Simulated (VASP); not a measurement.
# CuI (P4/nmm) in VASP: a series of runs

The runs below take CuI through single point, with LDA, BLYP+D3(BJ), PBEsol.

Program: VASP 6.6.1. These are calculated values, not measurements. Logs are shortened: lines on timing, memory, paths and dates and some standing lists are left out, and cuts for length are marked.

### 1 The cell of the first run

The structure is tetragonal, space group P4/nmm (No. 129). Conventional cell: a = 3.979 Å, b = 3.979 Å, c = 6.120 Å, α = 90.00°, β = 90.00°, γ = 90.00°. Cu (site symmetry -4m2) has 4 I at 2.59 Å and 4 Cu at 2.81 Å within 3.4 Å. I (site symmetry 4mm) has 4 Cu at 2.59 Å within 3.4 Å.

### 2 Single point, LDA

File INCAR:

```
ALGO = Normal
EDIFF = 1E-7
ENCUT = 520
ISIF = 2
ISMEAR = 0
LASPH = True
LCHARG = False
LREAL = False
LWAVE = False
NBANDS = 26
NELM = 100
PREC = Accurate
SIGMA = 0.01
```

File KPOINTS:

```
k-points
0
Gamma
  4 4 4
```

File POSCAR:

```
CuI
1.0
    3.9793432839      0.0000000000      0.0000000000
    0.0000000000      3.9793432839      0.0000000000
    0.0000000000      0.0000000000      6.1196890105
Cu I
2 2
Direct
    0.0000000000      0.0000000000      0.0000000000
    0.5000000000      0.5000000000      0.0000000000
    0.0000000000      0.5000000000      0.2719127664
    0.5000000000      0.0000000000      0.7280872336
```

Potentials or basis: VASP PAW LDA potentials, release 64 (Cu, I).

Launch:

```sh
cat potpaw_LDA.64/Cu/POTCAR potpaw_LDA.64/I/POTCAR > POTCAR
mpirun -np 1 vasp_std > vasp.out
```

OUTCAR:

```text
EDIFF = 1E-7
   ENCUT = 520
   ISIF = 2
   ISMEAR = 0
   LASPH = True
   LREAL = False
   NELM = 100
   PREC = Accurate

 ion  position               nearest neighbor table
   1  0.000  0.000  0.000-   3 2.59   4 2.59   3 2.59   4 2.59
   2  0.500  0.500  0.000-   3 2.59   4 2.59   4 2.59   3 2.59
   3  0.000  0.500  0.272-   1 2.59   2 2.59   1 2.59   2 2.59
   4  0.500  0.000  0.728-   1 2.59   2 2.59   2 2.59   1 2.59

  LATTYP: Found a simple tetragonal cell.
 ALAT       =     3.9793432839
 C/A-ratio  =     1.5378640579

  Lattice vectors:

 A1 = (   3.9793432839,   0.0000000000,   0.0000000000)
 A2 = (   0.0000000000,   3.9793432839,   0.0000000000)
 A3 = (   0.0000000000,   0.0000000000,   6.1196890105)

Analysis of symmetry for initial positions (statically):
=====================================================================
 Subroutine PRICEL returns:
 Original cell was already a primitive cell.

 Routine SETGRP: Setting up the symmetry group for a
 simple tetragonal supercell.

 Subroutine GETGRP returns: Found 16 space group operations
 (whereof  8 operations were pure point group operations)
 out of a pool of 16 trial point group operations.

The static configuration has the point symmetry D_2d.
 The point group associated with its full space group is D_4h.

Analysis of symmetry for dynamics (positions and initial velocities):
=====================================================================
 Subroutine PRICEL returns:
 Original cell was already a primitive cell.

 Routine SETGRP: Setting up the symmetry group for a
 simple tetragonal supercell.

 Subroutine GETGRP returns: Found 16 space group operations
 (whereof  8 operations were pure point group operations)
 out of a pool of 16 trial point group operations.

The dynamic configuration has the point symmetry D_2d.
 The point group associated with its full space group is D_4h.

 Subroutine INISYM returns: Found 16 space group operations
 (whereof  8 operations are pure point group operations),
 and found     1 'primitive' translations

----------------------------------------------------------------------------------------

                                     Primitive cell

  volume of cell :      96.9063

  direct lattice vectors                    reciprocal lattice vectors
     3.979343284  0.000000000  0.000000000     0.251297747  0.000000000  0.000000000
     0.000000000  3.979343284  0.000000000     0.000000000  0.251297747  0.000000000
     0.000000000  0.000000000  6.119689011     0.000000000  0.000000000  0.163406996

  length of vectors
     3.979343284  3.979343284  6.119689011     0.251297747  0.251297747  0.163406996

  position of ions in fractional coordinates (direct lattice)
     0.000000000  0.000000000  0.000000000
     0.500000000  0.500000000  0.000000000
     0.000000000  0.500000000  0.271912766
     0.500000000  0.000000000  0.728087234

  ion indices of the primitive-cell ions
   primitive index   ion index
                 1           1
                 2           2
                 3           3
                 4           4

----------------------------------------------------------------------------------------

 KPOINTS: k-points

Automatic generation of k-mesh.
 Grid dimensions read from file:
 generate k-points for:    4    4    4

 Generating k-lattice:

  Cartesian coordinates                     Fractional coordinates (reciprocal lattice)
     0.062824437  0.000000000  0.000000000     0.250000000  0.000000000  0.000000000
     0.000000000  0.062824437  0.000000000     0.000000000  0.250000000  0.000000000
     0.000000000  0.000000000  0.040851749     0.000000000  0.000000000  0.250000000

  Length of vectors
     0.062824437  0.062824437  0.040851749

  Shift w.r.t. Gamma in fractional coordinates (k-lattice)
     0.000000000  0.000000000  0.000000000

 Subroutine IBZKPT returns following result:
 ===========================================

 Found     18 irreducible k-points:

 Following reciprocal coordinates:
            Coordinates               Weight
  0.000000  0.000000  0.000000      1.000000
  0.250000  0.000000  0.000000      4.000000
  0.500000  0.000000  0.000000      2.000000
  0.250000  0.250000  0.000000      4.000000
  0.500000  0.250000  0.000000      4.000000
  0.500000  0.500000  0.000000      1.000000
[... 10 lines left out ...]
  0.500000  0.250000  0.500000      4.000000
  0.500000  0.500000  0.500000      1.000000
   k-points           NKPTS =     18   k-points in BZ     NKDIM =     18   number of bands    NBANDS=     26
   number of dos      NEDOS =    301   number of ions     NIONS =      4
   total plane-waves  NPLWV =  43200
   dimension x,y,z NGX =    30 NGY =   30 NGZ =   48
   dimension x,y,z NGXF=    60 NGYF=   60 NGZF=   96
   ions per type =               2   2
   NGX,Y,Z   is equivalent  to a cutoff of  12.53, 12.53, 13.04 a.u.
   NGXF,Y,Z  is equivalent  to a cutoff of  25.07, 25.07, 26.08 a.u.
 SYSTEM =  unknown system
   PREC   = accura    normal or accurate (medium, high low for compatibility)
   ISTART =      0    job   : 0-new  1-cont  2-samecut
   ICHARG =      2    charge: 1-file 2-atom 10-const
   ISPIN  =      1    spin polarized calculation?
   LNONCOLLINEAR =      F non collinear calculations
   LSORBIT =      F    spin-orbit coupling
   LASPH  =      T    aspherical Exc in radial PAW
   ENCUT  =  520.0 eV  38.22 Ry    6.18 a.u.   7.40  7.40 11.38*2*pi/ulx,y,z
   NELM   =    100;   NELMIN=  2; NELMDL= -5     # of ELM steps
   EDIFF  = 0.1E-06   stopping-criterion for ELM
   LREAL  =      F    real-space projection
   EDIFFG = 0.1E-05   stopping-criterion for IOM
   NSW    =      0    number of steps for IOM
   IBRION =     -1    ionic relax: 0-MD 1-quasi-New 2-CG
   NFREE  =      0    steps in history (QN), initial steepest desc. (CG)
   ISIF   =      2    stress and relaxation
   ISYM   =      2    0-nonsym 1-usesym 2-fastsym
   POTIM  = 0.5000    time-step for ionic-motion
   TEBEG  =    0.0;   TEEND  =   0.0 temperature during run
   PSTRESS=    0.0 pullay stress
   NELECT =      36.0000    total number of electrons
   NUPDOWN=      -1.0000    fix difference up-down
   EMIN   =  10.00;   EMAX   =-10.00  energy-range for DOS
   EFERMI =   0.00;   METHOD = LEGACY
   ISMEAR =     0;   SIGMA  =   0.01  broadening in eV -4-tet -1-fermi 0-gaus
   EFERMI_NEDOS =   21; number of points for ismear=-14 and -15
   IALGO  =     38    algorithm
   IMIX   =      4    mixing-type and parameters
     AMIX     =   0.40;   BMIX     =  1.00
     AMIX_MAG =   1.60;   BMIX_MAG =  1.00
  volume/ion in A,a.u.               =      24.23       163.49
  Fermi-wavevector in a.u.,A,eV,Ry     =   1.176860  2.223944 18.844074  1.385000
  Thomas-Fermi vector in A             =   2.313217
   LORBIT       =      0    0 simple, 1 ext, 2 COOP (PROOUT), +10 PAW based schemes
   GGA     = CA    functional components
   LHFCALC =     F    Hartree Fock is set to
   AEXX    =    0.0000 exact exchange contribution
   IVDW    =     0    specifies the selected vdW correction
   LEPSILON=     F    determine dielectric tensor
   LRPA    =     F    only Hartree local field effects (RPA)
 non-spin polarized calculation
 Gauss-broadening in eV      SIGMA  =   0.01
  energy-cutoff  :      520.00
  volume of cell :       96.91
 maximum number of plane-waves:      2647
 NGX is ok and might be reduce to    30
   NGX = 15   NGY = 15   NGZ = 23

 number of electron      36.0000026 magnetization

 Free energy of the ion-electron system (eV)
  ---------------------------------------------------
  ext. energy  EPLUGINS =         0.00000000
  ---------------------------------------------------
  free energy    TOTEN  =       -13.90383533 eV

  energy without entropy =      -13.90383533  energy(sigma->0) =      -13.90383533

 E-fermi :   5.7306     XC(G=0):  -9.9698

 val. band max:        5.6319248611   @ k =   0.0000   0.0000   0.0000
 cond. band min:       7.1476779545   @ k =   0.0000   0.0000   0.0000
 fundamental gap:      1.5157530934
 Fermi energy:         5.7306352220

 k-point     1 :       0.0000    0.0000    0.0000
  band No.  band energies     occupation
      1      -8.8493      2.00000
      2      -7.8676      2.00000
      3      -0.8217      2.00000
      4       1.4829      2.00000
      5       1.6344      2.00000
      6       1.6344      2.00000
[... 18 lines left out ...]
     25      14.0177      0.00000
     26      14.5039      0.00000

 k-point     2 :       0.2500    0.0000    0.0000
  band No.  band energies     occupation
      1      -8.5762      2.00000
      2      -7.8408      2.00000
      3      -0.3528      2.00000
      4       0.8437      2.00000
      5       0.9512      2.00000
      6       1.5221      2.00000
[... 18 lines left out ...]
     25      13.5160      0.00000
     26      13.6536      0.00000

 k-point     3 :       0.5000    0.0000    0.0000
  band No.  band energies     occupation
      1      -8.0480      2.00000
      2      -8.0480      2.00000
      3       0.0587      2.00000
      4       0.0587      2.00000
      5       0.8737      2.00000
      6       0.8737      2.00000
[... 18 lines left out ...]
     25      12.2622      0.00000
     26      12.2622      0.00000

 k-point     4 :       0.2500    0.2500    0.0000
  band No.  band energies     occupation
      1      -8.3285      2.00000
      2      -7.7770      2.00000
      3       0.0387      2.00000
      4       0.5003      2.00000
      5       0.5984      2.00000
      6       1.5827      2.00000
[... 18 lines left out ...]
     25      12.8543      0.00000
     26      13.0910      0.00000
[... 322 lines left out ...]
      1      -8.1017      2.00000
      2      -8.0210      2.00000
      3      -0.1293      2.00000
      4       0.4425      2.00000
      5       0.8787      2.00000
      6       1.2421      2.00000
[... 18 lines left out ...]
     25      12.7133      0.00000
     26      12.9653      0.00000

 k-point    17 :       0.5000    0.2500    0.5000
  band No.  band energies     occupation
      1      -7.8748      2.00000
      2      -7.8748      2.00000
      3      -0.2805      2.00000
      4      -0.2805      2.00000
      5       1.1665      2.00000
      6       1.1665      2.00000
[... 18 lines left out ...]
     25      13.4540      0.00000
     26      13.4540      0.00000

 k-point    18 :       0.5000    0.5000    0.5000
  band No.  band energies     occupation
      1      -7.6997      2.00000
      2      -7.6997      2.00000
      3      -0.0952      2.00000
      4      -0.0952      2.00000
      5       0.8960      2.00000
      6       0.8960      2.00000
[... 18 lines left out ...]
     25      11.5662      0.00000
     26      11.5662      0.00000

------------------------ aborting loop because EDIFF is reached ----------------------------------------

  FORCE on cell =-STRESS in cart. coord.  units (eV):
  Direction    XX          YY          ZZ          XY          YZ          ZX
  --------------------------------------------------------------------------------------
  -------------------------------------------------------------------------------------
  Total        0.0894013      0.0894013      0.0682452      0.0000000      0.0000000     -0.0000000
  in kB        1.4780947      1.4780947      1.1283151      0.0000000      0.0000000     -0.0000000
  external PRESSURE =       1.3615015 kB  Pullay stress =       0.0000000 kB

 VOLUME and BASIS-vectors are now :
 -----------------------------------------------------------------------------
  energy-cutoff  :      520.00
  volume of cell :       96.91
      direct lattice vectors                 reciprocal lattice vectors
     3.979343284  0.000000000  0.000000000     0.251297747  0.000000000  0.000000000
     0.000000000  3.979343284  0.000000000     0.000000000  0.251297747  0.000000000
     0.000000000  0.000000000  6.119689011     0.000000000  0.000000000  0.163406996

 POSITION                                       TOTAL-FORCE (eV/Angst)
 -----------------------------------------------------------------------------------
      0.00000      0.00000      0.00000         0.000000     -0.000000      0.000000
      1.98967      1.98967      0.00000         0.000000      0.000000      0.000000
      0.00000      1.98967      1.66402         0.000000     -0.000000      0.016713
      1.98967      0.00000      4.45567         0.000000      0.000000     -0.016713
 -----------------------------------------------------------------------------------
    total drift:                                0.000000      0.000000      0.000000

  FREE ENERGIE OF THE ION-ELECTRON SYSTEM (eV)
  ---------------------------------------------------
  free  energy   TOTEN  =       -13.9038353275 eV

  energy  without entropy=      -13.9038353275  energy(sigma->0) =      -13.90383533
```

Wall time 19 s (1 thread of Intel Xeon 6975P-C (Granite Rapids), shared host); peak memory 0.18 GiB.

Results:

| Item | Value |
| --- | --- |
| Free energy | -13.9038 eV |
| Pressure | 0.1 GPa |
| Largest force | 0.017 eV/Å |
| Band gap on the k mesh | 1.52 eV |

Forces on the atoms (eV/Å):
```
Cu   0.000  0.000  0.000
Cu   0.000  0.000  0.000
I    0.000  0.000  0.017
I    0.000  0.000 -0.017
```

Caveat: spin-orbit coupling is left out, which moves the levels of the heavy elements. Expect the measured gap to be larger: semilocal functionals such as LDA lack the derivative discontinuity.

### 3 Single point, BLYP+D3(BJ)

This run uses another cell than the first one, of 24.81 Å³/atom.

File INCAR:

```
  PREC = Accurate
  ENCUT = 520
  EDIFF = 1E-6
  ISMEAR = 0
  SIGMA = 0.01
  LREAL = F
  LASPH = T
  NELM = 100
  ALGO = Normal
  ISIF = 2
  LWAVE = F
  LCHARG = F
  GGA = B5
  ALDAX = 1.0
  AGGAX = 1.0
  AGGAC = 1.0
  ALDAC = 0.0
  IVDW = 12
  VDW_S6 = 1.0
  VDW_S8 = 2.6996
  VDW_A1 = 0.4298
  VDW_A2 = 4.2359
  NBANDS = 26
```

File KPOINTS:

```
regular mesh
0
Gamma
  4 4 4
```

File POSCAR:

```
CuI
1.0
    4.0820388612      0.0000000000      0.0000000000
    0.0000000000      4.0820388612      0.0000000000
    0.0000000000      0.0000000000      5.9556755962
Cu I
2 2
Direct
    0.0000000000      0.0000000000      0.0000000000
    0.5000000000      0.5000000000      0.0000000000
    0.0000000000      0.5000000000      0.2872145775
    0.5000000000      0.0000000000      0.7127854225
```

Potentials or basis: VASP PAW PBE potentials, release 64 (Cu, I).

Launch:

```sh
cat potpaw_PBE.64/Cu/POTCAR potpaw_PBE.64/I/POTCAR > POTCAR
mpirun -np 1 vasp_std > vasp.out
```

It took 29 s on 1 thread of Intel Xeon 6975P-C (Granite Rapids), shared host; peak memory 0.22 GiB.

The run converged. Its results:

```
Free energy                : -12.1666 eV
Pressure                   : 0.2 GPa
Largest force              : 0.019 eV/Å
Band gap on the k mesh     : 1.55 eV
Dispersion energy per atom : -0.883 eV
```

Forces on the atoms (eV/Å):
```
Cu   0.000  0.000  0.000
Cu   0.000  0.000  0.000
I    0.000  0.000  0.019
I    0.000  0.000 -0.019
```

Levels at points of the mesh, in eV from the valence-band top:
```csv
k point,band 15,band 16,band 17,band 18,band 19,band 20,band 21,band 22
"(0.00, 0.00, 0.00)",-1.33,-1.01,0.00,0.00,1.55,2.84,3.55,4.71
"(0.50, 0.00, 0.00)",-1.33,-1.33,-0.69,-0.69,3.81,3.81,4.63,4.63
"(0.50, 0.50, 0.00)",-1.79,-1.79,-1.29,-1.29,2.27,2.27,2.62,2.62
"(0.00, 0.00, 0.50)",-1.38,-1.33,-0.67,-0.67,3.24,3.71,3.84,4.08
"(0.50, 0.00, 0.50)",-0.75,-0.75,-0.62,-0.62,2.09,2.09,5.43,5.43
"(0.50, 0.50, 0.50)",-1.84,-1.84,-1.13,-1.13,4.34,4.34,4.50,4.50
```

Caveat: the PAW data sets were made with another functional, which shifts forces and pressure a little; spin-orbit coupling is left out, which moves the levels of the heavy elements. Expect the measured gap to be larger: semilocal functionals such as BLYP lack the derivative discontinuity.

### 4 Single point, PBEsol

This run uses another cell than the first one, of 26.04 Å³/atom.

File INCAR:

```
ALGO     = Normal         # electronic algorithm
EDIFF    = 1E-6           # SCF threshold, eV
ENCUT    = 520            # plane-wave cutoff, eV
GGA      = PS             # functional
ISIF     = 2              # what is computed and relaxed
ISMEAR   = 0              # smearing method
LASPH    = True           # aspherical terms in the spheres
LCHARG   = True           # write CHGCAR
LELF     = True           # ELF
LREAL    = False          # projectors in reciprocal space
LVHAR    = True         
LWAVE    = False          # write WAVECAR
NBANDS   = 26             # bands
NELM     = 80             # most SCF steps
PREC     = Accurate       # precision mode
SIGMA    = 0.01           # smearing width, eV
```

File KPOINTS:

```
k-points
0
Gamma
  4 4 4
```

File POSCAR:

```
CuI
1.0
    4.0235685752      0.0000000000      0.0000000000
    0.0000000000      4.0235685752      0.0000000000
    0.0000000000      0.0000000000      6.4327975538
Cu I
2 2
Direct
    0.0000000000      0.0000000000      0.0000000000
    0.5000000000      0.5000000000      0.0000000000
    0.0000000000      0.5000000000      0.2618565796
    0.5000000000      0.0000000000      0.7381434204
```

Launch:

```sh
cat potpaw_PBE.64/Cu/POTCAR potpaw_PBE.64/I/POTCAR > POTCAR
mpirun -np 1 vasp_std > vasp.out
```

Run time: 21 s. Hardware: 1 thread of Intel Xeon 6975P-C (Granite Rapids), shared host; peak memory 0.2 GiB.

Results (log left out):

```
Free energy            : -12.6087 eV
Pressure               : 0.2 GPa
Largest force          : 0.022 eV/Å
Band gap on the k mesh : 1.53 eV
```

Forces in eV/Å, atoms in the order of the input:
```
Cu   0.000  0.000  0.000
Cu   0.000  0.000  0.000
I    0.000  0.000  0.022
I    0.000  0.000 -0.022
```

Levels at points of the mesh, in eV from the valence-band top:
| k point | band 15 | band 16 | band 17 | band 18 | band 19 | band 20 | band 21 | band 22 |
| --- | --- | --- | --- | --- | --- | --- | --- | --- |
| (0.00, 0.00, 0.00) | -1.28 | -0.92 | 0.00 | 0.00 | 1.53 | 3.06 | 3.27 | 4.87 |
| (0.50, 0.00, 0.00) | -1.26 | -1.26 | -0.52 | -0.52 | 3.70 | 3.70 | 4.83 | 4.83 |
| (0.50, 0.50, 0.00) | -1.84 | -1.84 | -1.20 | -1.20 | 2.50 | 2.50 | 2.62 | 2.62 |
| (0.00, 0.00, 0.50) | -1.42 | -1.28 | -0.36 | -0.36 | 3.29 | 3.34 | 3.44 | 4.23 |
| (0.50, 0.00, 0.50) | -0.83 | -0.83 | -0.49 | -0.49 | 2.16 | 2.16 | 5.08 | 5.08 |
| (0.50, 0.50, 0.50) | -1.84 | -1.84 | -1.10 | -1.10 | 3.98 | 3.98 | 4.12 | 4.12 |

Caveat: the PAW data sets were made with another functional, which shifts forces and pressure a little; spin-orbit coupling is left out, which moves the levels of the heavy elements; this functional lacks dispersion, which binds the layers, so the pressure and a relaxed spacing across them are unreliable.

### 5 Summary

```tsv
level	potentials or basis	cell	gap on the mesh (eV)	pressure (GPa)	largest force (eV/Å)
LDA	VASP PAW LDA potentials, release 64 (Cu, I)	a = 3.979, b = 3.979, c = 6.120 Å, 4 atoms, atomic positions A	1.52	0.1	0.02
BLYP+D3(BJ)	VASP PAW PBE potentials, release 64 (Cu, I)	a = 4.082, b = 4.082, c = 5.956 Å, 4 atoms, atomic positions B	1.55	0.2	0.02
PBEsol	VASP PAW PBE potentials, release 64 (Cu, I)	a = 4.024, b = 4.024, c = 6.433 Å, 4 atoms, atomic positions C	1.53	0.2	0.02
```

Alike in all rows: task single point; no spin polarisation; k mesh 4 × 4 × 4; cutoff (eV) 520; smearing gaussian 0.01 eV.

Caveats: spin-orbit coupling is left out, which moves the levels of the heavy elements; the PAW data sets were made with another functional, which shifts forces and pressure a little (at least some runs); this functional lacks dispersion, which binds the layers, so the pressure and a relaxed spacing across them are unreliable (at least some runs).

Absolute energies hang on the potentials; compare differences alone.
